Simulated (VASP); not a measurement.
The system is P.

```
P
1.0
     2.45627    0.00000    0.00000
     0.00000    2.45627    0.00000
     0.00000    0.00000    2.45627
P
1
Direct
  0.00000 0.00000 0.00000
```

Base run:

- Program: VASP 6.6.1
- Functional: RPBE
- Potentials or basis: VASP PAW PBE potentials, release 64 (P)
- Cutoff: 520 eV
- k mesh: 21 × 21 × 21
- Occupations: fermi-dirac, width 0.1 eV
- Spin: no spin polarisation

Its results: pressure -0.2 GPa.

Task: The run is repeated on the same cell with these changes: k mesh from 21 × 21 × 21 to 14 × 14 × 14; further incar settings from ALGO = Normal; EDIFF = 1e-06; NBANDS = 8 to ALGO = Normal; EDIFF = 1e-07; NBANDS = 8. What comes out?

Result: Pressure 0.3 GPa.

Caveats: the PAW data sets were made with another functional, which shifts forces and pressure a little.
